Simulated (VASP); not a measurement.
# Hf (P6_3/mmc) in VASP: further runs

The runs below take Hf through single point, relaxation of cell and atoms, with PBE.

Everything below comes from runs of VASP 6.6.1. Logs are shortened: lines on timing, memory, paths and dates and some standing lists are left out, and cuts for length are marked.

## Step 1: The cell of the first run

Symmetry: P6_3/mmc, No. 194, hexagonal system. Conventional cell: a = 3.205 Å, b = 3.205 Å, c = 5.067 Å, α = 90.00°, β = 90.00°, γ = 120.00°. Within 4.1 Å of Hf (site symmetry -6m2) lie 12 Hf at 3.14 to 3.20 Å.

## Step 2: Single point, PBE

The input, INCAR:

```
SYSTEM = Hf
PREC = Accurate ; ENCUT = 500
EDIFF = 1E-6 ; ISMEAR = 0
SIGMA = 0.1 ; LREAL = .False.
LASPH = .True. ; NELM = 120
ALGO = Normal ; ISIF = 2
LWAVE = .False. ; LCHARG = .False.
GGA = PE ; NBANDS = 17
GGA_COMPAT = .False.
```

The input, KPOINTS:

```
regular mesh
0
Gamma
  15 15 8
  0 0 0
```

The input, POSCAR:

```
Hf
1.0
    3.2047544998      0.0000000029      0.0000000000
   -1.6023772524      2.7753988083      0.0000000000
    0.0000000000      0.0000000000      5.0670084801
Hf
2
Direct
    0.3333333333      0.6666666667      0.2500000000
    0.6666666667      0.3333333333      0.7500000000
```

Potentials or basis: VASP PAW PBE potentials, release 64 (Hf_pv).

On the command line:

```sh
> cat potpaw_PBE.64/Hf_pv/POTCAR > POTCAR
> mpirun -np 1 vasp_std > vasp.out
```

OUTCAR:

```text
SYSTEM = Hf
   PREC = Accurate
   ENCUT = 500
   EDIFF = 1E-6
   ISMEAR = 0
   LREAL = .False.
   LASPH = .True.
   NELM = 120
   ISIF = 2
   GGA = PE

 ion  position               nearest neighbor table
   1  0.333  0.667  0.250-   2 3.14   2 3.14   2 3.14   2 3.14   2 3.14   2 3.14
   2  0.667  0.333  0.750-   1 3.14   1 3.14   1 3.14   1 3.14   1 3.14   1 3.14

  LATTYP: Found a hexagonal cell.
 ALAT       =     3.2047544998
 C/A-ratio  =     1.5810909948

  Lattice vectors:

 A1 = (   3.2047544998,   0.0000000029,   0.0000000000)
 A2 = (  -1.6023772524,   2.7753988083,   0.0000000000)
 A3 = (   0.0000000000,   0.0000000000,   5.0670084801)

Analysis of symmetry for initial positions (statically):
=====================================================================
 Subroutine PRICEL returns:
 Original cell was already a primitive cell.

 Routine SETGRP: Setting up the symmetry group for a
 hexagonal supercell.

 Subroutine GETGRP returns: Found 24 space group operations
 (whereof 12 operations were pure point group operations)
 out of a pool of 24 trial point group operations.

The static configuration has the point symmetry D_3d.
 The point group associated with its full space group is D_6h.

Analysis of symmetry for dynamics (positions and initial velocities):
=====================================================================
 Subroutine PRICEL returns:
 Original cell was already a primitive cell.

 Routine SETGRP: Setting up the symmetry group for a
 hexagonal supercell.

 Subroutine GETGRP returns: Found 24 space group operations
 (whereof 12 operations were pure point group operations)
 out of a pool of 24 trial point group operations.

The dynamic configuration has the point symmetry D_3d.
 The point group associated with its full space group is D_6h.

 Subroutine INISYM returns: Found 24 space group operations
 (whereof 12 operations are pure point group operations),
 and found     1 'primitive' translations

----------------------------------------------------------------------------------------

                                     Primitive cell

  volume of cell :      45.0684

  direct lattice vectors                    reciprocal lattice vectors
     3.204754500  0.000000003  0.000000000     0.312036382  0.180154290  0.000000000
    -1.602377252  2.775398808  0.000000000    -0.000000000  0.360308579  0.000000000
     0.000000000  0.000000000  5.067008480     0.000000000  0.000000000  0.197355107

  length of vectors
[... 83 lines left out ...]
   LREAL  =      F    real-space projection
   EDIFFG = 0.1E-04   stopping-criterion for IOM
   NSW    =      0    number of steps for IOM
   IBRION =     -1    ionic relax: 0-MD 1-quasi-New 2-CG
   NFREE  =      0    steps in history (QN), initial steepest desc. (CG)
   ISIF   =      2    stress and relaxation
   ISYM   =      2    0-nonsym 1-usesym 2-fastsym
   POTIM  = 0.5000    time-step for ionic-motion
   TEBEG  =    0.0;   TEEND  =   0.0 temperature during run
   PSTRESS=    0.0 pullay stress
   NELECT =      20.0000    total number of electrons
   NUPDOWN=      -1.0000    fix difference up-down
   EMIN   =  10.00;   EMAX   =-10.00  energy-range for DOS
   EFERMI =   0.00;   METHOD = LEGACY
   ISMEAR =     0;   SIGMA  =   0.10  broadening in eV -4-tet -1-fermi 0-gaus
   EFERMI_NEDOS =   21; number of points for ismear=-14 and -15
   IALGO  =     38    algorithm
   IMIX   =      4    mixing-type and parameters
     AMIX     =   0.40;   BMIX     =  1.00
     AMIX_MAG =   1.60;   BMIX_MAG =  1.00
  volume/ion in A,a.u.               =      22.53       152.07
  Fermi-wavevector in a.u.,A,eV,Ry     =   1.248708  2.359716 21.215179  1.559272
  Thomas-Fermi vector in A             =   2.382782
   LORBIT       =      0    0 simple, 1 ext, 2 COOP (PROOUT), +10 PAW based schemes
   GGA     = PE    functional components
   LHFCALC =     F    Hartree Fock is set to
   AEXX    =    0.0000 exact exchange contribution
   IVDW    =     0    specifies the selected vdW correction
   LEPSILON=     F    determine dielectric tensor
   LRPA    =     F    only Hartree local field effects (RPA)
 non-spin polarized calculation
 Gauss-broadening in eV      SIGMA  =   0.10
  energy-cutoff  :      500.00
  volume of cell :       45.07
 maximum number of plane-waves:      1164
 NGX is ok and might be reduce to    24
   NGX = 11   NGY = 11   NGZ = 19

 number of electron      20.0000005 magnetization

 Free energy of the ion-electron system (eV)
  ---------------------------------------------------
  ext. energy  EPLUGINS =         0.00000000
  ---------------------------------------------------
  free energy    TOTEN  =       -19.85374431 eV

  energy without entropy =      -19.84653353  energy(sigma->0) =      -19.85013892

 E-fermi :   4.8780     XC(G=0): -11.2504

 val. band max:        4.8539888369   @ k =   0.1333  -0.0000   0.0000
 cond. band min:       4.9015069409   @ k =   0.1333   0.0667   0.2500
 fundamental gap:      0.0475181039
 Fermi energy:         4.8780376781

 k-point     1 :       0.0000    0.0000    0.0000
  band No.  band energies     occupation
      1     -26.2155      2.00000
      2     -25.4872      2.00000
      3     -25.4872      2.00000
      4     -25.3685      2.00000
      5     -25.3619      2.00000
      6     -25.3619      2.00000
[... 457 lines left out ...]
      4     -25.7551      2.00000
      5     -25.6304      2.00000
      6     -25.5738      2.00000
[... 9 lines left out ...]
     16      10.7621      0.00000
     17      11.2171      0.00000

 [... further k-points ...]

------------------------ aborting loop because EDIFF is reached ----------------------------------------

  FORCE on cell =-STRESS in cart. coord.  units (eV):
  Direction    XX          YY          ZZ          XY          YZ          ZX
  --------------------------------------------------------------------------------------
  -------------------------------------------------------------------------------------
  Total       -0.1130116     -0.1130116     -0.1405653     -0.0000000      0.0000000      0.0000000
  in kB       -4.0175542     -4.0175542     -4.9970882     -0.0000000      0.0000000      0.0000000
  external PRESSURE =      -4.3440655 kB  Pullay stress =       0.0000000 kB

 VOLUME and BASIS-vectors are now :
 -----------------------------------------------------------------------------
  energy-cutoff  :      500.00
  volume of cell :       45.07
      direct lattice vectors                 reciprocal lattice vectors
     3.204754500  0.000000003  0.000000000     0.312036382  0.180154290  0.000000000
    -1.602377252  2.775398808  0.000000000    -0.000000000  0.360308579  0.000000000
     0.000000000  0.000000000  5.067008480     0.000000000  0.000000000  0.197355107

 POSITION                                       TOTAL-FORCE (eV/Angst)
 -----------------------------------------------------------------------------------
     -0.00000      1.85027      1.26675         0.000000      0.000000      0.000000
      1.60238      0.92513      3.80026         0.000000     -0.000000      0.000000
 -----------------------------------------------------------------------------------
    total drift:                               -0.000000      0.000000     -0.000000

  FREE ENERGIE OF THE ION-ELECTRON SYSTEM (eV)
  ---------------------------------------------------
  free  energy   TOTEN  =       -19.8537443080 eV

  energy  without entropy=      -19.8465335316  energy(sigma->0) =      -19.85013892
```

OSZICAR:

```text
N       E                     dE             d eps       ncg     rms          rms(c)
DAV:   1     0.484605210976E+02    0.48461E+02   -0.11077E+04  4630   0.108E+03
DAV:   2    -0.187852046478E+02   -0.67246E+02   -0.65673E+02  5927   0.243E+02
DAV:   3    -0.205631556165E+02   -0.17780E+01   -0.17653E+01  5798   0.265E+01
DAV:   4    -0.205778716432E+02   -0.14716E-01   -0.14707E-01  5884   0.292E+00
DAV:   5    -0.205780241774E+02   -0.15253E-03   -0.15250E-03  5917   0.258E-01    0.648E+01
DAV:   6    -0.200478714007E+02    0.53015E+00   -0.50044E-01  5537   0.455E+00    0.384E+01
DAV:   7    -0.198641881749E+02    0.18368E+00   -0.84363E-01  5614   0.565E+00    0.188E+00
DAV:   8    -0.198536497193E+02    0.10538E-01   -0.53778E-02  5389   0.150E+00    0.237E-01
DAV:   9    -0.198537553584E+02   -0.10564E-03   -0.11488E-03  6210   0.240E-01    0.186E-01
DAV:  10    -0.198537411644E+02    0.14194E-04   -0.63283E-05  5444   0.528E-02    0.229E-01
DAV:  11    -0.198537442255E+02   -0.30610E-05   -0.63502E-06  5815   0.180E-02    0.112E-02
DAV:  12    -0.198537443080E+02   -0.82515E-07   -0.34947E-07  3225   0.406E-03
   1 F= -.19853744E+02 E0= -.19850139E+02  d E =-.721078E-02
```

stdout:

```text
POSCAR found type information on POSCAR Hf
 POSCAR found :  1 types and       2 ions
 scaLAPACK will be used
 LDA part: xc-table for (Slater+PW92), standard interpolation
 POSCAR, INCAR and KPOINTS ok, starting setup
 FFT: planning ... GRIDC
 FFT: planning ... GRID_SOFT
 FFT: planning ... GRID
 WAVECAR not read
 entering main loop
```

Wall time 63 s (1 thread of Intel Xeon 8259CL, shared host); peak memory 0.22 GiB.

Results:

```yaml
Free_energy: -19.8537 eV
Pressure: -0.4 GPa
Band_gap_on_the_k_mesh: zero (bands 10 and 11 overlap by 1.61 eV)
```

Stress tensor (GPa, compression positive):
```
-0.40  0.00  0.00
 0.00 -0.40  0.00
 0.00  0.00 -0.50
```

Caveat: spin-orbit coupling is left out, which moves the levels of the heavy elements.

## Step 3: Relaxation of cell and atoms, PBE

This run uses another cell than the first one, of 22.26 Å³/atom.

The input, INCAR:

```
PREC = Accurate
ENCUT = 500
EDIFF = 1E-7
ISMEAR = 0
SIGMA = 0.1
LREAL = F
LASPH = T
NELM = 120
ALGO = Normal
ISIF = 3
LWAVE = F
LCHARG = F
GGA = PE
IBRION = 2
NSW = 100
EDIFFG = -0.002
GGA_COMPAT = F
NELMIN = 4
```

The input, KPOINTS:

```
regular mesh
0
Gamma
  15 15 8
```

The input, POSCAR:

```
Hf
1.0
    3.1923846300      0.0000000000      0.0000000000
   -1.5961923200      2.7646861900      0.0000000000
    0.0000000000      0.0000000000      5.0450416400
Hf
2
Direct
    0.3333333300      0.6666666700      0.2500000000
    0.6666666700      0.3333333300      0.7500000000
```

Potentials or basis: VASP PAW PBE potentials, release 64 (Hf_pv).

On the command line:

```sh
> cat potpaw_PBE.64/Hf_pv/POTCAR > POTCAR
> mpirun -np 1 vasp_std > vasp.out
```

Wall time 1.9 min (1 thread of Intel Xeon 8259CL, shared host); peak memory 0.22 GiB.

The run converged. Its results:

| Quantity | Value |
| --- | --- |
| Free energy | -19.8539 eV |
| Relaxed volume | 22.44 Å³/atom |
| Relaxed cell | a = 3.201 Å, b = 3.201 Å, c = 5.058 Å, α = 90.00°, β = 90.00°, γ = 120.00° |
| Space group after relaxing (to 0.1 Å) | P6_3/mmc (No. 194) |
| Energy gained by relaxing | 0.5 meV/atom |
| Ionic steps | 3 |
| Pressure after relaxing | 0.0 GPa |
| Band gap on the k mesh | zero (bands 10 and 11 overlap by 1.61 eV) |

The path:
```
step  energy change (eV)  largest force (eV/Å)  pressure (GPa)  volume (Å³)
   1              0.0000                0.0000            0.88        44.53
   2              0.0005                0.0000           -1.04        45.32
   3             -0.0010                0.0000            0.00        44.89
```

Final structure:
```
CELL_PARAMETERS angstrom
3.20099 0.00000 0.00000
-1.60049 2.77213 0.00000
0.00000 0.00000 5.05840
ATOMIC_POSITIONS crystal
Hf 0.33333 0.66667 0.25000
Hf 0.66667 0.33333 0.75000
```

Levels at points of the mesh, in eV from the Fermi level:
```tsv
k point	band 6	band 7	band 8	band 9	band 10	band 11	band 12	band 13	band 14
(0.00, 0.00, 0.00)	-30.23	-7.38	-3.70	0.63	1.17	1.17	1.46	1.99	1.99
(0.00, 0.00, 0.50)	-30.29	-5.40	-5.40	0.14	0.14	1.06	1.06	1.06	1.06
```

Caveat: spin-orbit coupling is left out, which moves the levels of the heavy elements.

The gap in the log of VASP goes by the Fermi energy; the results here count the filled bands.